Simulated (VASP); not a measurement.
# Ru (P6_3/mmc) in VASP: a series of runs, part 3 of 3

VASP 6.6.1. The steps go on from the part before.

## (4) Relaxation of cell and atoms, RPBE

INCAR

```
PREC = Accurate
ENCUT = 600
EDIFF = 1E-6
ISMEAR = -1
SIGMA = 0.1
LREAL = False
LASPH = True
NELM = 100
ALGO = Normal
ISIF = 3
LWAVE = False
LCHARG = False
GGA = RP
IBRION = 2
NSW = 80
EDIFFG = -0.02
```

KPOINTS

```
regular mesh
0
Gamma
  10 10 6
```

POSCAR

```
Ru
1.0
    2.7058000000      0.0000000000      0.0000000000
   -1.3529000000      2.3432915400      0.0000000000
    0.0000000000      0.0000000000      4.2819000000
Ru
2
Direct
    0.3333333300      0.6666666700      0.2500000000
    0.6666666700      0.3333333300      0.7500000000
```

Potentials or basis: VASP PAW PBE potentials, release 64 (Ru_pv).

Command:

```console
> cat potpaw_PBE.64/Ru_pv/POTCAR > POTCAR
> mpirun -np 1 vasp_std > vasp.out
```

OUTCAR:

```text
PREC = Accurate
   ENCUT = 600
   EDIFF = 1E-6
   ISMEAR = -1
   LREAL = False
   LASPH = True
   NELM = 100
   ISIF = 3
   GGA = RP
   IBRION = 2
   NSW = 80
   EDIFFG = -0.02

 ion  position               nearest neighbor table
   1  0.333  0.667  0.250-   2 2.65   2 2.65   2 2.65   2 2.65   2 2.65   2 2.65
   2  0.667  0.333  0.750-   1 2.65   1 2.65   1 2.65   1 2.65   1 2.65   1 2.65

  LATTYP: Found a hexagonal cell.
 ALAT       =     2.7058000000
 C/A-ratio  =     1.5824894671

  Lattice vectors:

 A1 = (   2.7058000000,   0.0000000000,   0.0000000000)
 A2 = (  -1.3529000000,   2.3432915400,   0.0000000000)
 A3 = (   0.0000000000,   0.0000000000,   4.2819000000)

Analysis of symmetry for initial positions (statically):
=====================================================================
 Subroutine PRICEL returns:
 Original cell was already a primitive cell.

 Routine SETGRP: Setting up the symmetry group for a
 hexagonal supercell.

 Subroutine GETGRP returns: Found 24 space group operations
 (whereof 12 operations were pure point group operations)
 out of a pool of 24 trial point group operations.

The static configuration has the point symmetry D_3d.
 The point group associated with its full space group is D_6h.

Analysis of symmetry for dynamics (positions and initial velocities):
=====================================================================
 Subroutine PRICEL returns:
 Original cell was already a primitive cell.

 Routine SETGRP: Setting up the symmetry group for a
 hexagonal supercell.

 Subroutine GETGRP returns: Found 24 space group operations
 (whereof 12 operations were pure point group operations)
 out of a pool of 24 trial point group operations.

The dynamic configuration has the point symmetry D_3d.
 The point group associated with its full space group is D_6h.

 Subroutine INISYM returns: Found 24 space group operations
 (whereof 12 operations are pure point group operations),
 and found     1 'primitive' translations

----------------------------------------------------------------------------------------

                                     Primitive cell

  volume of cell :      27.1493

  direct lattice vectors                    reciprocal lattice vectors
     2.705800000  0.000000000  0.000000000     0.369576465  0.213375072  0.000000000
    -1.352900000  2.343291540  0.000000000     0.000000000  0.426750143  0.000000000
     0.000000000  0.000000000  4.281900000     0.000000000  0.000000000  0.233541185

  length of vectors
     2.705800000  2.705800002  4.281900000     0.426750143  0.426750143  0.233541185

  position of ions in fractional coordinates (direct lattice)
     0.333333330  0.666666670  0.250000000
     0.666666670  0.333333330  0.750000000

  ion indices of the primitive-cell ions
   primitive index   ion index
                 1           1
                 2           2

----------------------------------------------------------------------------------------

 KPOINTS: regular mesh

Automatic generation of k-mesh.
[... 45 lines left out ...]
  0.300000  0.100000  0.166667     24.000000
  0.400000  0.100000  0.166667     24.000000
 [... further k-points ...]
   k-points           NKPTS =     56   k-points in BZ     NKDIM =     56   number of bands    NBANDS=     18
   number of dos      NEDOS =    301   number of ions     NIONS =      2
   total plane-waves  NPLWV =  20736
   dimension x,y,z NGX =    24 NGY =   24 NGZ =   36
   dimension x,y,z NGXF=    48 NGYF=   48 NGZF=   72
   ions per type =               2
   NGX,Y,Z   is equivalent  to a cutoff of  14.75, 14.75, 13.98 a.u.
   NGXF,Y,Z  is equivalent  to a cutoff of  29.49, 29.49, 27.95 a.u.
 SYSTEM =  unknown system
   PREC   = accura    normal or accurate (medium, high low for compatibility)
   ISTART =      0    job   : 0-new  1-cont  2-samecut
   ICHARG =      2    charge: 1-file 2-atom 10-const
   ISPIN  =      1    spin polarized calculation?
   LNONCOLLINEAR =      F non collinear calculations
   LSORBIT =      F    spin-orbit coupling
   LASPH  =      T    aspherical Exc in radial PAW
   ENCUT  =  600.0 eV  44.10 Ry    6.64 a.u.   5.40  5.40  8.55*2*pi/ulx,y,z
   NELM   =    100;   NELMIN=  2; NELMDL= -5     # of ELM steps
   EDIFF  = 0.1E-05   stopping-criterion for ELM
   LREAL  =      F    real-space projection
   EDIFFG = -.2E-01   stopping-criterion for IOM
   NSW    =     80    number of steps for IOM
   IBRION =      2    ionic relax: 0-MD 1-quasi-New 2-CG
   NFREE  =      1    steps in history (QN), initial steepest desc. (CG)
   ISIF   =      3    stress and relaxation
   ISYM   =      2    0-nonsym 1-usesym 2-fastsym
   POTIM  = 0.5000    time-step for ionic-motion
   TEBEG  =    0.0;   TEEND  =   0.0 temperature during run
   PSTRESS=    0.0 pullay stress
   NELECT =      28.0000    total number of electrons
   NUPDOWN=      -1.0000    fix difference up-down
   EMIN   =  10.00;   EMAX   =-10.00  energy-range for DOS
   EFERMI =   0.00;   METHOD = LEGACY
   ISMEAR =    -1;   SIGMA  =   0.10  broadening in eV -4-tet -1-fermi 0-gaus
   EFERMI_NEDOS =   21; number of points for ismear=-14 and -15
   IALGO  =     38    algorithm
   IMIX   =      4    mixing-type and parameters
     AMIX     =   0.40;   BMIX     =  1.00
     AMIX_MAG =   1.60;   BMIX_MAG =  1.00
  volume/ion in A,a.u.               =      13.57        91.61
  Fermi-wavevector in a.u.,A,eV,Ry     =   1.654022  3.125649 37.222674  2.735789
  Thomas-Fermi vector in A             =   2.742361
   LORBIT       =      0    0 simple, 1 ext, 2 COOP (PROOUT), +10 PAW based schemes
   GGA     = RP    functional components
   LHFCALC =     F    Hartree Fock is set to
   AEXX    =    0.0000 exact exchange contribution
   IVDW    =     0    specifies the selected vdW correction
   LEPSILON=     F    determine dielectric tensor
   LRPA    =     F    only Hartree local field effects (RPA)
 conjugate gradient relaxation of ions
 non-spin polarized calculation
  energy-cutoff  :      600.00
  volume of cell :       27.15
 maximum number of plane-waves:       935
 NGX is ok and might be reduce to    24
   NGX = 11   NGY = 11   NGZ = 17

--------------------------------------- Ionic step        1  -------------------------------------------

 number of electron      28.0000002 magnetization

 Free energy of the ion-electron system (eV)
  ---------------------------------------------------
  ext. energy  EPLUGINS =         0.00000000
  ---------------------------------------------------
  free energy    TOTEN  =       -17.16547884 eV

  energy without entropy =      -17.10156006  energy(sigma->0) =      -17.13351945

------------------------ aborting loop because EDIFF is reached ----------------------------------------

  FORCE on cell =-STRESS in cart. coord.  units (eV):
  Direction    XX          YY          ZZ          XY          YZ          ZX
  --------------------------------------------------------------------------------------
  -------------------------------------------------------------------------------------
  Total        1.7366352      1.7366352      1.2154158     -0.0000000      0.0000000      0.0000000
  in kB      102.4850774    102.4850777     71.7260499     -0.0000000      0.0000000      0.0000000
  external PRESSURE =      92.2320683 kB  Pullay stress =       0.0000000 kB
[... 167 lines left out ...]
--------------------------------------- Ionic step        6  -------------------------------------------

 number of electron      28.0000005 magnetization

 Free energy of the ion-electron system (eV)
  ---------------------------------------------------
  ext. energy  EPLUGINS =         0.00000000
  ---------------------------------------------------
  free energy    TOTEN  =       -17.18929888 eV

  energy without entropy =      -17.12436870  energy(sigma->0) =      -17.15683379

 E-fermi :  12.3944     XC(G=0): -13.8633

 val. band max:       12.2555510213   @ k =   0.5000   0.0000   0.1667
 cond. band min:      12.3985983681   @ k =   0.4000  -0.0000   0.3333
 fundamental gap:      0.1430473468
 Fermi energy:        12.3943505942

 k-point     1 :       0.0000    0.0000    0.0000
  band No.  band energies     occupation
      1     -31.1663      2.00000
      2     -30.3170      2.00000
      3     -30.3170      2.00000
      4     -30.1554      2.00000
      5     -30.1554      2.00000
      6     -30.1123      2.00000
[... 481 lines left out ...]
      5     -30.3678      2.00000
      6     -30.3005      2.00000
[... 10 lines left out ...]
     17      15.8530      0.00000
     18      18.8904      0.00000

 [... further k-points ...]

------------------------ aborting loop because EDIFF is reached ----------------------------------------

  FORCE on cell =-STRESS in cart. coord.  units (eV):
  Direction    XX          YY          ZZ          XY          YZ          ZX
  --------------------------------------------------------------------------------------
  -------------------------------------------------------------------------------------
  Total        0.0025757      0.0025757     -0.0039559      0.0000000     -0.0000000      0.0000000
  in kB        0.1476103      0.1476103     -0.2267083      0.0000000     -0.0000000      0.0000000
  external PRESSURE =       0.0228374 kB  Pullay stress =       0.0000000 kB
[... 17 lines left out ...]
  FREE ENERGIE OF THE ION-ELECTRON SYSTEM (eV)
  ---------------------------------------------------
  free  energy   TOTEN  =       -17.1892988799 eV

  energy  without entropy=      -17.1243686989  energy(sigma->0) =      -17.15683379

 reached required accuracy - stopping structural energy minimisation
```

Run time: 1.9 min. Hardware: 1 thread of Intel Xeon 8259CL, shared host; peak memory 0.18 GiB.

Results:

- Free energy: -17.1893 eV
- Relaxed volume: 13.98 Å³/atom
- Relaxed cell: a = 2.739 Å, b = 2.739 Å, c = 4.302 Å, α = 90.00°, β = 90.00°, γ = 120.00°
- Space group after relaxing (to 0.1 Å): P6_3/mmc (No. 194)
- Energy gained by relaxing: 11.9 meV/atom
- Ionic steps: 6
- Pressure after relaxing: 0.0 GPa
- Band gap on the k mesh: zero (bands 14 and 15 overlap by 3.05 eV)

The path:
```csv
step,energy change (eV),largest force (eV/Å),pressure (GPa),volume (Å³)
1,0.0000,0.0000,9.22,27.15
2,0.1342,0.0000,-19.58,30.34
3,-0.0233,0.0000,-0.42,27.99
4,-0.0233,0.0000,-0.14,27.97
5,-0.0237,0.0000,0.09,27.95
6,-0.0238,0.0000,0.00,27.96
```

Final structure:
```
CELL_PARAMETERS angstrom
2.73942 0.00000 0.00000
-1.36971 2.37241 0.00000
0.00000 0.00000 4.30174
ATOMIC_POSITIONS crystal
Ru 0.33333 0.66667 0.25000
Ru 0.66667 0.33333 0.75000
```

Caveat: the PAW data sets were made with another functional, which shifts forces and pressure a little. RPBE and its kin give volumes clearly too large for solids.

## (5) Relaxation of cell and atoms, PBEsol

INCAR

```
  PREC = Accurate
  ENCUT = 600
  EDIFF = 1E-6
  ISMEAR = -1
  SIGMA = 0.1
  LREAL = False
  LASPH = True
  NELM = 80
  ALGO = Normal
  ISIF = 3
  LWAVE = False
  LCHARG = False
  GGA = PS
  IBRION = 2
  NSW = 80
  EDIFFG = -0.02
```

KPOINTS is that of step 4.

POSCAR is that of step 4.

Potentials or basis: VASP PAW PBE potentials, release 64 (Ru_pv).

Command:

```console
> cat potpaw_PBE.64/Ru_pv/POTCAR > POTCAR
> mpirun -np 1 vasp_std > vasp.out
```

OUTCAR:

```text
PREC = Accurate
   ENCUT = 600
   EDIFF = 1E-6
   ISMEAR = -1
   LREAL = False
   LASPH = True
   NELM = 80
   ISIF = 3
   GGA = PS
   IBRION = 2
   NSW = 80
   EDIFFG = -0.02

 ion  position               nearest neighbor table
   1  0.333  0.667  0.250-   2 2.65   2 2.65   2 2.65   2 2.65   2 2.65   2 2.65
   2  0.667  0.333  0.750-   1 2.65   1 2.65   1 2.65   1 2.65   1 2.65   1 2.65

  LATTYP: Found a hexagonal cell.
 ALAT       =     2.7058000000
 C/A-ratio  =     1.5824894671

  Lattice vectors:

 A1 = (   2.7058000000,   0.0000000000,   0.0000000000)
 A2 = (  -1.3529000000,   2.3432915400,   0.0000000000)
 A3 = (   0.0000000000,   0.0000000000,   4.2819000000)

Analysis of symmetry for initial positions (statically):
=====================================================================
 Subroutine PRICEL returns:
 Original cell was already a primitive cell.

 Routine SETGRP: Setting up the symmetry group for a
 hexagonal supercell.

 Subroutine GETGRP returns: Found 24 space group operations
 (whereof 12 operations were pure point group operations)
 out of a pool of 24 trial point group operations.

The static configuration has the point symmetry D_3d.
[... 171 lines left out ...]
  -------------------------------------------------------------------------------------
  Total       -0.8136756     -0.8136756     -1.4425061     -0.0000000      0.0000000      0.0000000
  in kB      -48.0179191    -48.0179192    -85.1274652     -0.0000000      0.0000000      0.0000000
  external PRESSURE =     -60.3877679 kB  Pullay stress =       0.0000000 kB
[... 167 lines left out ...]
--------------------------------------- Ionic step        6  -------------------------------------------

 number of electron      27.9999996 magnetization

 Free energy of the ion-electron system (eV)
  ---------------------------------------------------
  ext. energy  EPLUGINS =         0.00000000
  ---------------------------------------------------
  free energy    TOTEN  =       -20.35355362 eV

  energy without entropy =      -20.29393591  energy(sigma->0) =      -20.32374476

 E-fermi :  13.0383     XC(G=0): -14.3924

 val. band max:       12.8929105345   @ k =   0.1000  -0.0000   0.3333
 cond. band min:      13.0473664926   @ k =   0.1000   0.1000   0.3333
 fundamental gap:      0.1544559581
 Fermi energy:        13.0383328986

 k-point     1 :       0.0000    0.0000    0.0000
  band No.  band energies     occupation
      1     -30.6541      2.00000
      2     -29.6536      2.00000
      3     -29.6536      2.00000
      4     -29.4659      2.00000
      5     -29.4659      2.00000
      6     -29.4157      2.00000
[... 481 lines left out ...]
      5     -29.7155      2.00000
      6     -29.6367      2.00000
[... 10 lines left out ...]
     17      16.7130      0.00000
     18      19.8381      0.00000

 [... further k-points ...]

------------------------ aborting loop because EDIFF is reached ----------------------------------------

  FORCE on cell =-STRESS in cart. coord.  units (eV):
  Direction    XX          YY          ZZ          XY          YZ          ZX
  --------------------------------------------------------------------------------------
  -------------------------------------------------------------------------------------
  Total        0.0106352      0.0106352     -0.0029496      0.0000000      0.0000000      0.0000000
  in kB        0.6389582      0.6389582     -0.1772131      0.0000000      0.0000000      0.0000000
  external PRESSURE =       0.3669011 kB  Pullay stress =       0.0000000 kB
[... 17 lines left out ...]
  FREE ENERGIE OF THE ION-ELECTRON SYSTEM (eV)
  ---------------------------------------------------
  free  energy   TOTEN  =       -20.3535536204 eV

  energy  without entropy=      -20.2939359078  energy(sigma->0) =      -20.32374476

 reached required accuracy - stopping structural energy minimisation
```

OSZICAR:

```text
N       E                     dE             d eps       ncg     rms          rms(c)
DAV:   1     0.306108137326E+03    0.30611E+03   -0.19420E+04  2016   0.191E+03
DAV:   2    -0.144640261377E+02   -0.32057E+03   -0.31460E+03  2136   0.521E+02
DAV:   3    -0.218866982125E+02   -0.74227E+01   -0.71065E+01  2116   0.837E+01
DAV:   4    -0.219578584618E+02   -0.71160E-01   -0.71033E-01  2410   0.756E+00
[... 46 lines left out ...]
DAV:   1    -0.203550203916E+02   -0.16352E-02   -0.52785E-02  2038   0.207E+00    0.240E-01
DAV:   2    -0.203537777625E+02    0.12426E-02   -0.20422E-03  2032   0.435E-01    0.929E-02
DAV:   3    -0.203535508185E+02    0.22694E-03   -0.71340E-04  2332   0.192E-01    0.219E-02
DAV:   4    -0.203535527982E+02   -0.19797E-05   -0.29306E-05  2550   0.564E-02    0.109E-02
DAV:   5    -0.203535536204E+02   -0.82221E-06   -0.34751E-06  2148   0.129E-02
   6 F= -.20353554E+02 E0= -.20323745E+02  d E =-.308766E-03
```

Wall time 1.9 min (1 thread of Intel Xeon 8259CL, shared host); peak memory 0.18 GiB.

What came out:

```
Free energy                           : -20.3536 eV
Relaxed volume                        : 13.33 Å³/atom
Relaxed cell                          : a = 2.696 Å, b = 2.696 Å, c = 4.236 Å, α = 90.00°, β = 90.00°, γ = 120.00°
Space group after relaxing (to 0.1 Å) : P6_3/mmc (No. 194)
Energy gained by relaxing             : 5.4 meV/atom
Ionic steps                           : 6
Pressure after relaxing               : 0.0 GPa
Band gap on the k mesh                : zero (bands 14 and 15 overlap by 3.32 eV)
```

The path:
| step | energy change (eV) | largest force (eV/Å) | pressure (GPa) | volume (Å³) |
| --- | --- | --- | --- | --- |
| 1 | 0.0000 | 0.0000 | -6.04 | 27.15 |
| 2 | 0.0927 | 0.0000 | 23.05 | 25.19 |
| 3 | -0.0105 | 0.0000 | 0.05 | 26.66 |
| 4 | -0.0105 | 0.0000 | 0.22 | 26.65 |
| 5 | -0.0106 | 0.0000 | -0.15 | 26.68 |
| 6 | -0.0108 | 0.0000 | 0.04 | 26.67 |

Final structure:
```
Ru
1.0
     2.69610    0.00000    0.00000
    -1.34805    2.33489    0.00000
     0.00000    0.00000    4.23624
Ru
2
Direct
  0.33333 0.66667 0.25000
  0.66667 0.33333 0.75000
```

Levels at points of the mesh, in eV from the Fermi level:
| k point | band 10 | band 11 | band 12 | band 13 | band 14 | band 15 | band 16 | band 17 | band 18 |
| --- | --- | --- | --- | --- | --- | --- | --- | --- | --- |
| (0.00, 0.00, 0.00) | -2.69 | -2.44 | -1.97 | -1.97 | -1.49 | -1.49 | 1.22 | 1.22 | 1.34 |
| (0.50, 0.00, 0.00) | -3.16 | -2.10 | -1.89 | -1.54 | 1.43 | 1.88 | 2.02 | 4.13 | 6.20 |
| (0.00, 0.00, 0.50) | -2.88 | -2.88 | -2.88 | -2.77 | -2.77 | 0.57 | 0.57 | 0.57 | 0.57 |
| (0.50, 0.00, 0.50) | -4.65 | -1.12 | -1.12 | 0.43 | 0.43 | 1.71 | 1.71 | 3.42 | 3.42 |

Caveat: the PAW data sets were made with another functional, which shifts forces and pressure a little.

## (6) The runs side by side

```tsv
level	gap on the mesh (eV)	pressure (GPa)	relaxed volume (Å³/atom)
PBE	none	0.0	13.78
revPBE+D3(BJ)	none	0.2	13.30
RPBE	none	0.0	13.98
PBEsol	none	0.0	13.33
```

Alike in all rows: task relaxation of cell and atoms; potentials or basis VASP PAW PBE potentials, release 64 (Ru_pv); no spin polarisation; cell relaxed; k mesh 10 × 10 × 6; cutoff (eV) 600; smearing fermi-dirac 0.1 eV.

Caveats: the PAW data sets were made with another functional, which shifts forces and pressure a little (at least some runs).

Absolute energies hang on the potentials; compare differences alone.
